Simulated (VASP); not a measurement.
# BiTe: single point with PBEsol

BiTe:

```
Bi Te
1.0
     0.00000    3.34822    3.23500
     3.34822    0.00000    3.23500
     3.34822    3.34822    0.00000
Bi Te
1 1
Direct
  0.00000 0.00000 0.00000
  0.50000 0.50000 0.50000
```

This cell differs from its parent crystal: strain +0.0350 x Voigt [1, 1, 0, 0, 0, 0].

* Program: VASP 6.6.1
* Task: single point
* Functional: PBEsol
* Potentials or basis: VASP PAW PBE potentials, release 64 (Bi_d, Te)
* Cutoff: 520 eV
* k mesh: 14 × 14 × 14
* Occupations: methfessel-paxton, width 0.1 eV
* Spin: no spin polarisation
* Dipole correction: no
* Further INCAR settings: ALGO = Normal; EDIFF = 1e-07; NBANDS = 18

```yaml
Pressure: -4.3 GPa
```

Stress tensor (GPa, compression positive):
```
-5.06  0.00  0.00
 0.00 -5.06  0.00
 0.00  0.00 -2.90
```

Levels at points of the mesh, in eV from the Fermi level:
| k point | band 6 | band 7 | band 8 | band 9 | band 10 | band 11 | band 12 | band 13 | band 14 | band 15 |
| --- | --- | --- | --- | --- | --- | --- | --- | --- | --- | --- |
| (0.00, 0.00, 0.00) | -13.08 | -8.36 | -2.63 | -2.19 | -2.19 | 1.77 | 1.77 | 2.52 | 4.68 | 4.68 |
| (0.50, 0.00, 0.00) | -11.30 | -11.04 | -1.78 | -1.77 | -1.55 | -0.84 | -0.56 | -0.46 | 7.10 | 7.53 |
| (0.50, 0.50, 0.00) | -11.30 | -10.16 | -5.30 | -3.72 | -3.72 | 2.38 | 3.22 | 3.22 | 4.82 | 8.54 |
| (0.50, 0.00, 0.50) | -11.63 | -9.82 | -5.17 | -3.89 | -3.46 | 2.45 | 2.95 | 3.72 | 4.33 | 8.28 |

Run time: 8.3 min on 1 thread of AMD EPYC 7R13, with other jobs on the host, peak memory 0.42 GiB.

Caveat: the cell differs from its parent crystal (strain +0.0350 x Voigt [1, 1, 0, 0, 0, 0]); the PAW data sets were made with another functional, which shifts forces and pressure a little; spin-orbit coupling is left out, which moves the levels of the heavy elements.
